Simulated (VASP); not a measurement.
# PbS (Pm-3m) in VASP: notebook, part 2 of 2

VASP 6.6.1. Earlier steps stand in the parts before.

**3. Single point, PBEsol**

File INCAR:

```
PREC = Accurate
ENCUT = 500
EDIFF = 1E-6
ISMEAR = 0
SIGMA = 0.14
LREAL = False
LASPH = True
NELM = 120
ALGO = Normal
ISIF = 2
LWAVE = False
LCHARG = False
GGA = PS
NBANDS = 17
GGA_COMPAT = False
```

File KPOINTS:

```
regular mesh
0
Gamma
  4 4 4
```

File POSCAR:

```
PbS
1.0
    3.6536590000      0.0000000000      0.0000000000
    0.0000000000      3.6536590000      0.0000000000
    0.0000000000      0.0000000000      3.6536590000
Pb S
1 1
Direct
    0.0000000000      0.0000000000      0.0000000000
    0.5000000000      0.5000000000      0.5000000000
```

Potentials or basis: VASP PAW PBE potentials, release 64 (Pb_d, S).

Command:

```bash
$ cat potpaw_PBE.64/Pb_d/POTCAR potpaw_PBE.64/S/POTCAR > POTCAR
$ mpirun -np 1 vasp_std > vasp.out
```

OUTCAR:

```text
PREC = Accurate
   ENCUT = 500
   EDIFF = 1E-6
   ISMEAR = 0
   LREAL = False
   LASPH = True
   NELM = 120
   ISIF = 2
   GGA = PS

 ion  position               nearest neighbor table
   1  0.000  0.000  0.000-   2 3.16   2 3.16   2 3.16   2 3.16   2 3.16   2 3.16   2 3.16   2 3.16

   2  0.500  0.500  0.500-   1 3.16   1 3.16   1 3.16   1 3.16   1 3.16   1 3.16   1 3.16   1 3.16

  LATTYP: Found a simple cubic cell.
 ALAT       =     3.6536590000

  Lattice vectors:

 A1 = (   3.6536590000,   0.0000000000,   0.0000000000)
 A2 = (   0.0000000000,   3.6536590000,   0.0000000000)
 A3 = (   0.0000000000,   0.0000000000,   3.6536590000)

Analysis of symmetry for initial positions (statically):
=====================================================================
 Subroutine PRICEL returns:
 Original cell was already a primitive cell.

 Routine SETGRP: Setting up the symmetry group for a
 simple cubic supercell.

 Subroutine GETGRP returns: Found 48 space group operations
 (whereof 48 operations were pure point group operations)
 out of a pool of 48 trial point group operations.

The static configuration has the point symmetry O_h .

Analysis of symmetry for dynamics (positions and initial velocities):
=====================================================================
 Subroutine PRICEL returns:
 Original cell was already a primitive cell.

 Routine SETGRP: Setting up the symmetry group for a
 simple cubic supercell.

 Subroutine GETGRP returns: Found 48 space group operations
 (whereof 48 operations were pure point group operations)
 out of a pool of 48 trial point group operations.

The dynamic configuration has the point symmetry O_h .

 Subroutine INISYM returns: Found 48 space group operations
 (whereof 48 operations are pure point group operations),
 and found     1 'primitive' translations

----------------------------------------------------------------------------------------

                                     Primitive cell

  volume of cell :      48.7735

  direct lattice vectors                    reciprocal lattice vectors
     3.653659000  0.000000000  0.000000000     0.273698230  0.000000000  0.000000000
     0.000000000  3.653659000  0.000000000     0.000000000  0.273698230  0.000000000
     0.000000000  0.000000000  3.653659000     0.000000000  0.000000000  0.273698230

  length of vectors
     3.653659000  3.653659000  3.653659000     0.273698230  0.273698230  0.273698230

  position of ions in fractional coordinates (direct lattice)
     0.000000000  0.000000000  0.000000000
     0.500000000  0.500000000  0.500000000

  ion indices of the primitive-cell ions
   primitive index   ion index
                 1           1
                 2           2

----------------------------------------------------------------------------------------

 KPOINTS: regular mesh

Automatic generation of k-mesh.
 Grid dimensions read from file:
 generate k-points for:    4    4    4

 Generating k-lattice:

  Cartesian coordinates                     Fractional coordinates (reciprocal lattice)
     0.068424557  0.000000000  0.000000000     0.250000000  0.000000000  0.000000000
     0.000000000  0.068424557  0.000000000     0.000000000  0.250000000  0.000000000
     0.000000000  0.000000000  0.068424557     0.000000000  0.000000000  0.250000000

  Length of vectors
     0.068424557  0.068424557  0.068424557

  Shift w.r.t. Gamma in fractional coordinates (k-lattice)
     0.000000000  0.000000000  0.000000000

 Subroutine IBZKPT returns following result:
 ===========================================

 Found     10 irreducible k-points:

 Following reciprocal coordinates:
            Coordinates               Weight
  0.000000  0.000000  0.000000      1.000000
  0.250000  0.000000  0.000000      6.000000
  0.500000  0.000000  0.000000      3.000000
  0.250000  0.250000  0.000000     12.000000
  0.500000  0.250000  0.000000     12.000000
  0.500000  0.500000  0.000000      3.000000
  0.250000  0.250000  0.250000      8.000000
  0.500000  0.250000  0.250000     12.000000
  0.500000  0.500000  0.250000      6.000000
  0.500000  0.500000  0.500000      1.000000
   k-points           NKPTS =     10   k-points in BZ     NKDIM =     10   number of bands    NBANDS=     17
   number of dos      NEDOS =    301   number of ions     NIONS =      2
   total plane-waves  NPLWV =  21952
   dimension x,y,z NGX =    28 NGY =   28 NGZ =   28
   dimension x,y,z NGXF=    56 NGYF=   56 NGZF=   56
   ions per type =               1   1
   NGX,Y,Z   is equivalent  to a cutoff of  12.74, 12.74, 12.74 a.u.
   NGXF,Y,Z  is equivalent  to a cutoff of  25.48, 25.48, 25.48 a.u.
 SYSTEM =  unknown system
   PREC   = accura    normal or accurate (medium, high low for compatibility)
   ISTART =      0    job   : 0-new  1-cont  2-samecut
   ICHARG =      2    charge: 1-file 2-atom 10-const
   ISPIN  =      1    spin polarized calculation?
   LNONCOLLINEAR =      F non collinear calculations
   LSORBIT =      F    spin-orbit coupling
   LASPH  =      T    aspherical Exc in radial PAW
   ENCUT  =  500.0 eV  36.75 Ry    6.06 a.u.   6.66  6.66  6.66*2*pi/ulx,y,z
   NELM   =    120;   NELMIN=  2; NELMDL= -5     # of ELM steps
   EDIFF  = 0.1E-05   stopping-criterion for ELM
   LREAL  =      F    real-space projection
   EDIFFG = 0.1E-04   stopping-criterion for IOM
   NSW    =      0    number of steps for IOM
   IBRION =     -1    ionic relax: 0-MD 1-quasi-New 2-CG
   NFREE  =      0    steps in history (QN), initial steepest desc. (CG)
   ISIF   =      2    stress and relaxation
   ISYM   =      2    0-nonsym 1-usesym 2-fastsym
   POTIM  = 0.5000    time-step for ionic-motion
   TEBEG  =    0.0;   TEEND  =   0.0 temperature during run
   PSTRESS=    0.0 pullay stress
   NELECT =      20.0000    total number of electrons
   NUPDOWN=      -1.0000    fix difference up-down
   EMIN   =  10.00;   EMAX   =-10.00  energy-range for DOS
   EFERMI =   0.00;   METHOD = LEGACY
   ISMEAR =     0;   SIGMA  =   0.14  broadening in eV -4-tet -1-fermi 0-gaus
   EFERMI_NEDOS =   21; number of points for ismear=-14 and -15
   IALGO  =     38    algorithm
   IMIX   =      4    mixing-type and parameters
     AMIX     =   0.40;   BMIX     =  1.00
     AMIX_MAG =   1.60;   BMIX_MAG =  1.00
  volume/ion in A,a.u.               =      24.39       164.57
  Fermi-wavevector in a.u.,A,eV,Ry     =   1.216252  2.298383 20.126668  1.479268
  Thomas-Fermi vector in A             =   2.351612
   LORBIT       =      0    0 simple, 1 ext, 2 COOP (PROOUT), +10 PAW based schemes
   GGA     = PS    functional components
   LHFCALC =     F    Hartree Fock is set to
   AEXX    =    0.0000 exact exchange contribution
   IVDW    =     0    specifies the selected vdW correction
   LEPSILON=     F    determine dielectric tensor
   LRPA    =     F    only Hartree local field effects (RPA)
 non-spin polarized calculation
 Gauss-broadening in eV      SIGMA  =   0.14
  energy-cutoff  :      500.00
  volume of cell :       48.77
 maximum number of plane-waves:      1250
 NGX is ok and might be reduce to    28
   NGX = 13   NGY = 13   NGZ = 13

 number of electron      19.9999995 magnetization

 Free energy of the ion-electron system (eV)
  ---------------------------------------------------
  ext. energy  EPLUGINS =         0.00000000
  ---------------------------------------------------
  free energy    TOTEN  =        -8.91380707 eV

  energy without entropy =       -8.90496516  energy(sigma->0) =       -8.90938611

 E-fermi :   5.8274     XC(G=0): -10.3513

 val. band max:        5.7359189469   @ k =   0.5000   0.5000   0.0000
 cond. band min:       5.8752238437   @ k =   0.5000   0.0000   0.0000
 fundamental gap:      0.1393048969
 Fermi energy:         5.8274184153

 k-point     1 :       0.0000    0.0000    0.0000
  band No.  band energies     occupation
      1     -10.8616      2.00000
      2     -10.8616      2.00000
      3     -10.6483      2.00000
      4     -10.6483      2.00000
      5     -10.6483      2.00000
      6      -7.1492      2.00000
[... 9 lines left out ...]
     16      18.5756      0.00000
     17      18.7779      0.00000
[... 161 lines left out ...]
 k-point    10 :       0.5000    0.5000    0.5000
  band No.  band energies     occupation
      1     -10.7764      2.00000
      2     -10.7764      2.00000
      3     -10.7764      2.00000
      4     -10.5940      2.00000
      5     -10.5940      2.00000
      6      -4.8129      2.00000
[... 9 lines left out ...]
     16      19.5927      0.00000
     17      22.4471      0.00000

------------------------ aborting loop because EDIFF is reached ----------------------------------------

  FORCE on cell =-STRESS in cart. coord.  units (eV):
  Direction    XX          YY          ZZ          XY          YZ          ZX
  --------------------------------------------------------------------------------------
  -------------------------------------------------------------------------------------
  Total       -1.1325986     -1.1325986     -1.1325986     -0.0000000      0.0000000     -0.0000000
  in kB      -37.2051070    -37.2051070    -37.2051070     -0.0000000      0.0000000     -0.0000000
  external PRESSURE =     -37.2051070 kB  Pullay stress =       0.0000000 kB

 VOLUME and BASIS-vectors are now :
 -----------------------------------------------------------------------------
  energy-cutoff  :      500.00
  volume of cell :       48.77
      direct lattice vectors                 reciprocal lattice vectors
     3.653659000  0.000000000  0.000000000     0.273698230  0.000000000  0.000000000
     0.000000000  3.653659000  0.000000000     0.000000000  0.273698230  0.000000000
     0.000000000  0.000000000  3.653659000     0.000000000  0.000000000  0.273698230

 POSITION                                       TOTAL-FORCE (eV/Angst)
 -----------------------------------------------------------------------------------
      0.00000      0.00000      0.00000         0.000000      0.000000      0.000000
      1.82683      1.82683      1.82683         0.000000      0.000000      0.000000
 -----------------------------------------------------------------------------------
    total drift:                                0.000000      0.000000      0.000000

  FREE ENERGIE OF THE ION-ELECTRON SYSTEM (eV)
  ---------------------------------------------------
  free  energy   TOTEN  =        -8.9138070689 eV

  energy  without entropy=       -8.9049651588  energy(sigma->0) =       -8.90938611
```

Wall time 5.6 s (1 thread of AMD EPYC 9R45 (Zen 5), shared host); peak memory 0.13 GiB.

What came out:

```yaml
Free_energy: -8.9138 eV
Pressure: -3.7 GPa
Band_gap_on_the_k_mesh: zero (band 10 reaches 5.88 eV, above the bottom of band 11 at 5.43 eV)
```

Levels at points of the mesh, in eV from the Fermi level:
```
           k point  band 6  band 7  band 8  band 9  band 10  band 11  band 12  band 13  band 14  band 15
(0.00, 0.00, 0.00)  -12.98   -6.59   -1.43   -1.43    -1.43     5.54     5.54     6.64     6.64     6.64
(0.50, 0.00, 0.00)  -11.65   -8.90   -0.29   -0.29     0.05     0.40     4.03     4.03     6.79     9.29
(0.50, 0.50, 0.00)  -10.88   -7.15   -4.32   -4.32    -0.09     4.31     4.31     6.02     7.26     9.60
(0.50, 0.50, 0.50)  -10.64   -5.85   -2.23   -2.23    -2.23    -0.40    -0.40    -0.40    13.77    13.77
```

Caveat: the k points lie up to 0.43 Å⁻¹ apart; the PAW data sets were made with another functional, which shifts forces and pressure a little; spin-orbit coupling is left out, which moves the levels of the heavy elements.

**4. Single point, PBE**

File INCAR:

```
SYSTEM = PbS
PREC = Accurate
ENCUT = 500
EDIFF = 1E-6
ISMEAR = -1
SIGMA = 0.17
LREAL = .False.
LASPH = .True.
NELM = 120
ALGO = Normal
ISIF = 2
LWAVE = .False.
LCHARG = .False.
GGA = PE
NBANDS = 17
GGA_COMPAT = .False.
```

File KPOINTS:

```
regular mesh
0
Gamma
  4 4 4
  0 0 0
```

POSCAR is that of step 3.

Command:

```bash
$ cat potpaw_PBE.64/Pb_d/POTCAR potpaw_PBE.64/S/POTCAR > POTCAR
$ mpirun -np 1 vasp_std > vasp.out
```

Run time: 10 s. Hardware: 1 thread of Intel Xeon Platinum 8488C (Sapphire Rapids), shared host; peak memory 0.15 GiB.

Results (log left out):

| Quantity | Value |
| --- | --- |
| Free energy | -8.2200 eV |
| Pressure | 0.0 GPa |
| Band gap on the k mesh | zero (band 10 reaches 5.99 eV, above the bottom of band 11 at 5.65 eV) |

Levels at points of the mesh, in eV from the Fermi level:
```tsv
k point	band 7	band 8	band 9	band 10	band 11	band 12	band 13	band 14
(0.00, 0.00, 0.00)	-6.77	-1.63	-1.63	-1.63	5.45	5.45	6.48	6.48
(0.50, 0.00, 0.00)	-9.04	-0.52	-0.52	-0.16	0.28	3.90	3.90	6.68
(0.50, 0.50, 0.00)	-7.30	-4.47	-4.47	-0.32	4.15	4.15	5.88	7.16
(0.50, 0.50, 0.50)	-6.01	-2.42	-2.42	-2.42	-0.50	-0.50	-0.50	13.67
```

Caveat: the k points lie up to 0.43 Å⁻¹ apart; spin-orbit coupling is left out, which moves the levels of the heavy elements.

**5. Overview**

```tsv
level	smearing	gap on the mesh (eV)	pressure (GPa)
revPBE	methfessel-paxton 0.031 eV	none	0.6
PBEsol	gaussian 0.14 eV	none	-3.7
PBE	fermi-dirac 0.17 eV	none	0.0
```

Alike in all rows: task single point; potentials or basis VASP PAW PBE potentials, release 64 (Pb_d, S); no spin polarisation; cell as given; k mesh 4 × 4 × 4; cutoff (eV) 500.

Caveats: all runs use coarse meshes; spin-orbit coupling is left out, which moves the levels of the heavy elements; the PAW data sets were made with another functional, which shifts forces and pressure a little (some runs).

Total energies depend on the potentials used, so only differences within one code and one set of settings carry meaning.
